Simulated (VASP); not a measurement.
Runs of VASP 6.6.1 on ZrB2. The structure is that of space group P6/mmm (No. 191), or close to it. The cells are those of the table. 

```tsv
cell	gap on the mesh (eV)	pressure (GPa)
a = 3.202, b = 3.202, c = 3.463 Å, angles 90.0, 90.0, 120.0°, 3 atoms	none	-4.1
a = 3.186, b = 3.186, c = 3.498 Å, angles 90.0, 90.0, 120.0°, 3 atoms	none	-3.9
a = 3.154, b = 3.154, c = 3.569 Å, angles 90.0, 90.0, 120.0°, 3 atoms	none	-3.5
a = 3.138, b = 3.138, c = 3.605 Å, angles 90.0, 90.0, 120.0°, 3 atoms	none	(a)
```

Alike in all rows: task single point; level PBEsol; potentials or basis VASP PAW PBE potentials, release 64 (Zr_sv, B); no spin polarisation; k mesh 13 × 13 × 10; cutoff (eV) 500; smearing fermi-dirac 0.1 eV.

Fill in the values left out.

(a) -3.2.

Caveats: the PAW data sets were made with another functional, which shifts forces and pressure a little.

A k mesh can miss the band edges, and the runs leave out spin-orbit coupling on Zr.

A gap of «none» marks levels without a gap at the run's occupations.
